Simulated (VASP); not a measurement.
# MgO (Fm-3m) in VASP: notebook

Aim: see how the results for MgO move with the level of theory and the settings. Levels: PBEsol, r2SCAN50. Tasks: relaxation of cell and atoms, single point.

Program: VASP 6.6.1. These are calculated values, not measurements. Logs are shortened: lines on timing, memory, paths and dates and some standing lists are left out, and cuts for length are marked.

### Step 1. The cell of the first run

It takes space group Fm-3m (No. 225, cubic). Conventional cell: a = 4.194 Å, b = 4.194 Å, c = 4.194 Å, α = 90.00°, β = 90.00°, γ = 90.00°. Mg (site symmetry m-3m) has 6 O at 2.10 Å within 2.8 Å. O (site symmetry m-3m) has 6 Mg at 2.10 Å within 2.8 Å.

### Step 2. Relaxation of cell and atoms, PBEsol, target pressure 10 GPa, at which the enthalpy is minimised

Contents of INCAR:

```
SYSTEM = MgO
ALGO = Normal
EDIFF = 1E-7
EDIFFG = -0.01
ENCUT = 600
GGA = PS
IBRION = 2
ISIF = 3
ISMEAR = -1
LASPH = .True.
LCHARG = .False.
LREAL = .False.
LWAVE = .False.
NELM = 60
NSW = 80
PREC = Accurate
PSTRESS = 100.0
SIGMA = 0.05
```

Contents of KPOINTS:

```
k-points
0
Gamma
  11 11 11
  0 0 0
```

Contents of POSCAR:

```
MgO
1.0
    0.0000000000      2.0970013927      2.0970013927
    2.0970013927      0.0000000000      2.0970013927
    2.0970013927      2.0970013927      0.0000000000
Mg O
1 1
Direct
    0.0000000000      0.0000000000      0.0000000000
    0.5000000000      0.5000000000      0.5000000000
```

Potentials or basis: VASP PAW PBE potentials, release 64 (Mg, O).

The run is started by

```bash
$ cat potpaw_PBE.64/Mg/POTCAR potpaw_PBE.64/O/POTCAR > POTCAR
$ mpirun -np 1 vasp_std > vasp.out
```

OUTCAR:

```text
SYSTEM = MgO
   EDIFF = 1E-7
   EDIFFG = -0.01
   ENCUT = 600
   GGA = PS
   IBRION = 2
   ISIF = 3
   ISMEAR = -1
   LASPH = .True.
   LREAL = .False.
   NELM = 60
   NSW = 80
   PREC = Accurate
   PSTRESS = 100.0

 ion  position               nearest neighbor table
   1  0.000  0.000  0.000-   2 2.10   2 2.10   2 2.10   2 2.10   2 2.10   2 2.10
   2  0.500  0.500  0.500-   1 2.10   1 2.10   1 2.10   1 2.10   1 2.10   1 2.10

  LATTYP: Found a face centered cubic cell.
 ALAT       =     4.1940027854

  Lattice vectors:

 A1 = (   0.0000000000,   2.0970013927,   2.0970013927)
 A2 = (   2.0970013927,   0.0000000000,   2.0970013927)
 A3 = (   2.0970013927,   2.0970013927,   0.0000000000)

Analysis of symmetry for initial positions (statically):
=====================================================================
 Subroutine PRICEL returns:
 Original cell was already a primitive cell.

 Routine SETGRP: Setting up the symmetry group for a
 face centered cubic supercell.

 Subroutine GETGRP returns: Found 48 space group operations
 (whereof 48 operations were pure point group operations)
 out of a pool of 48 trial point group operations.

The static configuration has the point symmetry O_h .

Analysis of symmetry for dynamics (positions and initial velocities):
=====================================================================
 Subroutine PRICEL returns:
 Original cell was already a primitive cell.

 Routine SETGRP: Setting up the symmetry group for a
 face centered cubic supercell.

 Subroutine GETGRP returns: Found 48 space group operations
 (whereof 48 operations were pure point group operations)
 out of a pool of 48 trial point group operations.

The dynamic configuration has the point symmetry O_h .

 Subroutine INISYM returns: Found 48 space group operations
 (whereof 48 operations are pure point group operations),
 and found     1 'primitive' translations

----------------------------------------------------------------------------------------

                                     Primitive cell

  volume of cell :      18.4428

  direct lattice vectors                    reciprocal lattice vectors
     0.000000000  2.097001393  2.097001393    -0.238435702  0.238435702  0.238435702
     2.097001393  0.000000000  2.097001393     0.238435702 -0.238435702  0.238435702
     2.097001393  2.097001393  0.000000000     0.238435702  0.238435702 -0.238435702

  length of vectors
     2.965607810  2.965607810  2.965607810     0.412982751  0.412982751  0.412982751

  position of ions in fractional coordinates (direct lattice)
     0.000000000  0.000000000  0.000000000
     0.500000000  0.500000000  0.500000000

  ion indices of the primitive-cell ions
   primitive index   ion index
                 1           1
                 2           2

----------------------------------------------------------------------------------------

 KPOINTS: k-points

Automatic generation of k-mesh.
 Grid dimensions read from file:
 generate k-points for:   11   11   11

 Generating k-lattice:

  Cartesian coordinates                     Fractional coordinates (reciprocal lattice)
    -0.021675973  0.021675973  0.021675973     0.090909091  0.000000000  0.000000000
     0.021675973 -0.021675973  0.021675973     0.000000000  0.090909091  0.000000000
     0.021675973  0.021675973 -0.021675973     0.000000000  0.000000000  0.090909091

  Length of vectors
     0.037543886  0.037543886  0.037543886

  Shift w.r.t. Gamma in fractional coordinates (k-lattice)
     0.000000000  0.000000000  0.000000000

 Subroutine IBZKPT returns following result:
 ===========================================

 Found     56 irreducible k-points:

 Following reciprocal coordinates:
            Coordinates               Weight
  0.000000  0.000000  0.000000      1.000000
  0.090909  0.000000  0.000000      8.000000
  0.181818  0.000000  0.000000      8.000000
  0.272727  0.000000  0.000000      8.000000
  0.363636  0.000000  0.000000      8.000000
  0.454545  0.000000  0.000000      8.000000
[... 16 lines left out ...]
 -0.272727  0.181818  0.000000     24.000000
 -0.181818  0.181818  0.000000     12.000000
 [... further k-points ...]
   k-points           NKPTS =     56   k-points in BZ     NKDIM =     56   number of bands    NBANDS=      8
   number of dos      NEDOS =    301   number of ions     NIONS =      2
   total plane-waves  NPLWV =  13824
   dimension x,y,z NGX =    24 NGY =   24 NGZ =   24
   dimension x,y,z NGXF=    48 NGYF=   48 NGZF=   48
   ions per type =               1   1
   NGX,Y,Z   is equivalent  to a cutoff of  13.45, 13.45, 13.45 a.u.
   NGXF,Y,Z  is equivalent  to a cutoff of  26.91, 26.91, 26.91 a.u.
 SYSTEM =  MgO
   PREC   = accura    normal or accurate (medium, high low for compatibility)
   ISTART =      0    job   : 0-new  1-cont  2-samecut
   ICHARG =      2    charge: 1-file 2-atom 10-const
   ISPIN  =      1    spin polarized calculation?
[... 51 lines left out ...]
  free energy    TOTEN  =       -12.51403481 eV

  energy without entropy =      -12.51403481  energy(sigma->0) =      -12.51403481

------------------------ aborting loop because EDIFF is reached ----------------------------------------

  FORCE on cell =-STRESS in cart. coord.  units (eV):
  Direction    XX          YY          ZZ          XY          YZ          ZX
  --------------------------------------------------------------------------------------
  -------------------------------------------------------------------------------------
  Total        0.1880535      0.1880535      0.1880535      0.0000000     -0.0000000     -0.0000000
  in kB       16.3367572     16.3367572     16.3367572      0.0000000     -0.0000000     -0.0000000
  external PRESSURE =     -83.6632428 kB  Pullay stress =     100.0000000 kB

 VOLUME and BASIS-vectors are now :
 -----------------------------------------------------------------------------
  energy-cutoff  :      600.00
  volume of cell :       18.44
      direct lattice vectors                 reciprocal lattice vectors
     0.000000000  2.097001393  2.097001393    -0.238435702  0.238435702  0.238435702
     2.097001393  0.000000000  2.097001393     0.238435702 -0.238435702  0.238435702
     2.097001393  2.097001393  0.000000000     0.238435702  0.238435702 -0.238435702
[... 46 lines left out ...]
  FREE ENERGIE OF THE ION-ELECTRON SYSTEM (eV)
  ---------------------------------------------------
  free  energy   TOTEN  =       -12.4508950666 eV

  energy  without entropy=      -12.4508950666  energy(sigma->0) =      -12.45089507

  enthalpy is  TOTEN    =       -11.3781603231 eV   P V=        1.0727347435

--------------------------------------- Ionic step        3  -------------------------------------------

 number of electron       7.9999998 magnetization

 Free energy of the ion-electron system (eV)
  ---------------------------------------------------
  ext. energy  EPLUGINS =         0.00000000
  ---------------------------------------------------
  free energy    TOTEN  =       -12.48510383 eV

  energy without entropy =      -12.48510383  energy(sigma->0) =      -12.48510383

 E-fermi :   4.5943     XC(G=0): -11.5955

 val. band max:        3.5173208293   @ k =   0.0000   0.0000   0.0000
 cond. band min:       8.7387198302   @ k =   0.0000   0.0000   0.0000
 fundamental gap:      5.2213990009
 Fermi energy:         4.5942634863

 k-point     1 :       0.0000    0.0000    0.0000
  band No.  band energies     occupation
      1     -14.0012      2.00000
      2       3.5173      2.00000
      3       3.5173      2.00000
      4       3.5173      2.00000
      5       8.7387      0.00000
      6      19.4745      0.00000
      7      19.4745      0.00000
      8      19.4745      0.00000

 k-point     2 :       0.0909    0.0000    0.0000
  band No.  band energies     occupation
      1     -13.9027      2.00000
      2       2.9479      2.00000
      3       3.4539      2.00000
      4       3.4539      2.00000
      5       9.2689      0.00000
      6      18.3567      0.00000
      7      19.6951      0.00000
      8      19.6951      0.00000
[... 221 lines left out ...]
 k-point    23 :      -0.2727    0.1818    0.0000
  band No.  band energies     occupation
      1     -12.7607      2.00000
      2      -0.2158      2.00000
      3       1.8279      2.00000
      4       2.8878      2.00000
      5      12.8324      0.00000
      6      15.6484      0.00000
      7      18.7366      0.00000
      8      21.4548      0.00000

 k-point    24 :      -0.1818    0.1818    0.0000
  band No.  band energies     occupation
      1     -13.1144      2.00000
      2       0.4954      2.00000
      3       2.3027      2.00000
      4       3.0929      2.00000
      5      12.0411      0.00000
      6      15.6954      0.00000
      7      19.5136      0.00000
      8      21.7783      0.00000

 [... further k-points ...]

------------------------ aborting loop because EDIFF is reached ----------------------------------------

  FORCE on cell =-STRESS in cart. coord.  units (eV):
  Direction    XX          YY          ZZ          XY          YZ          ZX
  --------------------------------------------------------------------------------------
  -------------------------------------------------------------------------------------
  Total        1.0994641      1.0994641      1.0994641      0.0000000      0.0000000      0.0000000
  in kB       99.9589072     99.9589072     99.9589072      0.0000000      0.0000000      0.0000000
  external PRESSURE =      -0.0410928 kB  Pullay stress =     100.0000000 kB

 VOLUME and BASIS-vectors are now :
 -----------------------------------------------------------------------------
  energy-cutoff  :      600.00
  volume of cell :       17.62
      direct lattice vectors                 reciprocal lattice vectors
     0.000000000  2.065443772  2.065443772    -0.242078728  0.242078728  0.242078728
     2.065443772  0.000000000  2.065443772     0.242078728 -0.242078728  0.242078728
     2.065443772  2.065443772  0.000000000     0.242078728  0.242078728 -0.242078728

 POSITION                                       TOTAL-FORCE (eV/Angst)
 -----------------------------------------------------------------------------------
      0.00000      0.00000      0.00000         0.000000      0.000000      0.000000
      2.06544      2.06544      2.06544        -0.000000      0.000000     -0.000000
 -----------------------------------------------------------------------------------
    total drift:                               -0.000000     -0.000000      0.000000

  FREE ENERGIE OF THE ION-ELECTRON SYSTEM (eV)
  ---------------------------------------------------
  free  energy   TOTEN  =       -12.4851038313 eV

  energy  without entropy=      -12.4851038313  energy(sigma->0) =      -12.48510383

  enthalpy is  TOTEN    =       -11.3851877723 eV   P V=        1.0999160590

 reached required accuracy - stopping structural energy minimisation
```

It took 31 s on 1 thread of Intel Xeon 8259CL, shared host; peak memory 0.15 GiB.

What came out:

| Property | Result |
| --- | --- |
| Free energy | -12.4851 eV |
| Relaxed volume | 8.81 Å³/atom |
| Relaxed cell | a = 2.921 Å, b = 2.921 Å, c = 2.921 Å, α = 60.00°, β = 60.00°, γ = 60.00° |
| Space group after relaxing (to 0.05 Å) | Fm-3m (No. 225) |
| Energy change on relaxing (the enthalpy is what falls) | +14.5 meV/atom |
| Ionic steps | 3 |
| Pressure after relaxing | 10.0 GPa |
| Band gap on the k mesh | 5.22 eV, direct |

Step by step:
| step | energy change (eV) | largest force (eV/Å) | pressure (GPa) | volume (Å³) |
| --- | --- | --- | --- | --- |
| 1 | 0.0000 | 0.0000 | 1.63 | 18.44 |
| 2 | 0.0631 | 0.0000 | 15.29 | 17.19 |
| 3 | 0.0289 | 0.0000 | 10.00 | 17.62 |

Final structure:
```yaml
crystal:
  lattice:
    - [0.00000, 2.06544, 2.06544]
    - [2.06544, 0.00000, 2.06544]
    - [2.06544, 2.06544, 0.00000]
  atoms:
    - { symbol: Mg, position: [0.00000, 0.00000, 0.00000] }
    - { symbol: O, position: [0.50000, 0.50000, 0.50000] }
```

Caveat: the cell is relaxed towards a set pressure, so the enthalpy falls and the energy may rise; the PAW data sets were made with another functional, which shifts forces and pressure a little. PBEsol gaps usually lie below the measured ones, often by a third to a half.

### Step 3. Relaxation of cell and atoms, PBEsol, target pressure 20 GPa, at which the enthalpy is minimised

Contents of INCAR:

```
SYSTEM = MgO
ALGO = Normal
EDIFF = 1E-6
EDIFFG = -0.01
ENCUT = 600
GGA = PS
IBRION = 2
ISIF = 3
ISMEAR = -1
LASPH = .TRUE.
LCHARG = .FALSE.
LREAL = .FALSE.
LWAVE = .FALSE.
NELM = 100
NSW = 80
PREC = Accurate
PSTRESS = 200.0
SIGMA = 0.05
```

Contents of KPOINTS:

```
k-points
0
G
  11 11 11
  0 0 0
```

POSCAR is that of step 2.

Potentials or basis: VASP PAW PBE potentials, release 64 (Mg, O).

The run is started by

```bash
$ cat potpaw_PBE.64/Mg/POTCAR potpaw_PBE.64/O/POTCAR > POTCAR
$ mpirun -np 1 vasp_std > vasp.out
```

Run time: 30 s. Hardware: 1 thread of Intel Xeon 8259CL, shared host; peak memory 0.15 GiB.

Results (log left out):

| Quantity | Value |
| --- | --- |
| Free energy | -12.4142 eV |
| Relaxed volume | 8.43 Å³/atom |
| Relaxed cell | a = 2.878 Å, b = 2.878 Å, c = 2.878 Å, α = 60.00°, β = 60.00°, γ = 60.00° |
| Space group after relaxing (to 0.05 Å) | Fm-3m (No. 225) |
| Energy change on relaxing (the enthalpy is what falls) | +49.9 meV/atom |
| Ionic steps | 3 |
| Pressure after relaxing | 19.8 GPa |
| Band gap on the k mesh | 5.70 eV, direct |

The path:
```
step  energy change (eV)  largest force (eV/Å)  pressure (GPa)  volume (Å³)
   1              0.0000                0.0000            1.63        18.44
   2              0.2938                0.0000           38.14        15.76
   3              0.0998                0.0000           19.84        16.85
```

Final structure:
```xyz
2
Lattice="0.0000 2.0349 2.0349 2.0349 0.0000 2.0349 2.0349 2.0349 0.0000" Properties=species:S:1:pos:R:3 pbc="T T T"
Mg    0.0000    0.0000    0.0000
O     2.0349    2.0349    2.0349
```

Levels at points of the mesh, in eV from the valence-band top:
| k point | band 2 | band 3 | band 4 | band 5 | band 6 | band 7 |
| --- | --- | --- | --- | --- | --- | --- |
| (0.00, 0.00, 0.00) | 0.00 | 0.00 | 0.00 | 5.70 | 16.20 | 16.20 |

Caveat: the cell is relaxed towards a set pressure, so the enthalpy falls and the energy may rise; the PAW data sets were made with another functional, which shifts forces and pressure a little.

### Step 4. Relaxation of cell and atoms, PBEsol, target pressure 30 GPa, at which the enthalpy is minimised

Contents of INCAR:

```
PREC = Accurate
ENCUT = 600
EDIFF = 1E-6
ISMEAR = -1
SIGMA = 0.05
LREAL = F
LASPH = T
NELM = 60
ALGO = Normal
ISIF = 3
LWAVE = F
LCHARG = F
GGA = PS
IBRION = 2
NSW = 80
EDIFFG = -0.01
PSTRESS = 300.0
```

Contents of KPOINTS:

```
Automatic mesh
0
Gamma
  11 11 11
```

POSCAR is that of step 3.

The run is started by

```bash
$ cat potpaw_PBE.64/Mg/POTCAR potpaw_PBE.64/O/POTCAR > POTCAR
$ mpirun -np 1 vasp_std > vasp.out
```

Wall time 38 s (1 thread of Intel Xeon 8259CL, shared host); peak memory 0.15 GiB.

Results (log left out):

```
Free energy                                            : -12.3137 eV
Relaxed volume                                         : 8.10 Å³/atom
Relaxed cell                                           : a = 2.840 Å, b = 2.840 Å, c = 2.840 Å, α = 60.00°, β = 60.00°, γ = 60.00°
Space group after relaxing (to 0.05 Å)                 : Fm-3m (No. 225)
Energy change on relaxing (the enthalpy is what falls) : +100.2 meV/atom
Ionic steps                                            : 4
Pressure after relaxing                                : 30.0 GPa
Band gap on the k mesh                                 : 6.14 eV, direct
```

Step by step:
```tsv
step	energy change (eV)	largest force (eV/Å)	pressure (GPa)	volume (Å³)
1	0.0000	0.0000	1.63	18.44
2	0.7406	0.0000	70.68	14.42
3	0.1926	0.0000	29.32	16.24
4	0.2004	0.0000	30.04	16.20
```

Final structure:
```yaml
crystal:
  lattice:
    - [0.00000, 2.00837, 2.00837]
    - [2.00837, 0.00000, 2.00837]
    - [2.00837, 2.00837, 0.00000]
  atoms:
    - { symbol: Mg, position: [0.00000, 0.00000, 0.00000] }
    - { symbol: O, position: [0.50000, 0.50000, 0.50000] }
```

Levels at points of the mesh, in eV from the valence-band top:
| k point | band 1 | band 2 | band 3 | band 4 | band 5 | band 6 | band 7 | band 8 |
| --- | --- | --- | --- | --- | --- | --- | --- | --- |
| (0.00, 0.00, 0.00) | -18.01 | 0.00 | 0.00 | 0.00 | 6.14 | 16.42 | 16.42 | 16.42 |

Caveat: the cell is relaxed towards a set pressure, so the enthalpy falls and the energy may rise; the PAW data sets were made with another functional, which shifts forces and pressure a little.

### Step 5. Single point, r2SCAN50

POSCAR is that of step 4.

Contents of INCAR.step1:

```
SYSTEM = MgO
ALGO = Normal ; EDIFF = 1E-5
ENCUT = 520 ; GGA = PE
ISIF = 2 ; ISMEAR = -1
LASPH = .True. ; LCHARG = .False.
LREAL = .False. ; LWAVE = .True.
NBANDS = 11 ; NELM = 80
PREC = Accurate ; SIGMA = 0.05
```

Contents of INCAR.step2:

```
SYSTEM = MgO
AEXX = 0.5 ; ALGO = Normal
EDIFF = 1E-7 ; ENCUT = 520
ISIF = 2 ; ISMEAR = -1
ISTART = 1 ; LASPH = .True.
LCHARG = .False. ; LHFCALC = .True.
LMIXTAU = .True. ; LREAL = .False.
LWAVE = .False. ; METAGGA = R2SCAN
NBANDS = 11 ; NELM = 80
PREC = Accurate ; PRECFOCK = Normal
SIGMA = 0.05
```

Contents of KPOINTS:

```
k-points
0
Gamma
  6 6 6
  0 0 0
```

The run is started by

```bash
$ cat potpaw_PBE.64/Mg/POTCAR potpaw_PBE.64/O/POTCAR > POTCAR
$ cp INCAR.step1 INCAR
$ mpirun -np 1 vasp_std > vasp.out
$ cp INCAR.step2 INCAR
$ mpirun -np 1 vasp_std > vasp.out
```

Run time: 8.5 min. Hardware: 1 thread of Intel Xeon Platinum 8488C (Sapphire Rapids), shared host; peak memory 0.16 GiB.

It converged, with:

| Quantity | Value |
| --- | --- |
| Free energy | -19.8555 eV |
| Pressure | -5.9 GPa |
| Band gap on the k mesh | 10.18 eV, direct |

Levels at points of the mesh, in eV from the valence-band top:
```tsv
k point	band 1	band 2	band 3	band 4	band 5	band 6	band 7	band 8
(0.00, 0.00, 0.00)	-20.71	0.00	0.00	0.00	10.18	21.74	21.74	21.74
(0.50, 0.00, 0.00)	-19.28	-5.31	-0.79	-0.79	13.40	19.24	22.42	22.42
(0.50, 0.50, 0.00)	-18.98	-4.76	-1.62	-1.62	14.49	15.84	19.71	25.98
```

Caveat: the k points lie up to 0.43 Å⁻¹ apart; the PAW data sets were made with another functional, which shifts forces and pressure a little.

### Step 6. Summary

| task | level | cell | k mesh | cutoff (eV) | grid for exact exchange (PRECFOCK) | gap on the mesh (eV) | pressure (GPa) |
| --- | --- | --- | --- | --- | --- | --- | --- |
| relaxation of cell and atoms | PBEsol | relaxed to 10 GPa | 11 × 11 × 11 | 600 | - | 5.22 | 10.0 |
| relaxation of cell and atoms | PBEsol | relaxed to 20 GPa | 11 × 11 × 11 | 600 | - | 5.70 | 19.8 |
| relaxation of cell and atoms | PBEsol | relaxed to 30 GPa | 11 × 11 × 11 | 600 | - | 6.14 | 30.0 |
| single point | r2SCAN50 | as given | 6 × 6 × 6 | 520 | Normal | 10.18 | -5.9 |

Alike in all rows: potentials or basis VASP PAW PBE potentials, release 64 (Mg, O); no spin polarisation; smearing fermi-dirac 0.05 eV.

Caveats: some runs use coarse meshes; the PAW data sets were made with another functional, which shifts forces and pressure a little; the cell is relaxed towards a set pressure, so the enthalpy falls and the energy may rise (some runs).

Total energies depend on the potentials used, so only differences within one code and one set of settings carry meaning.
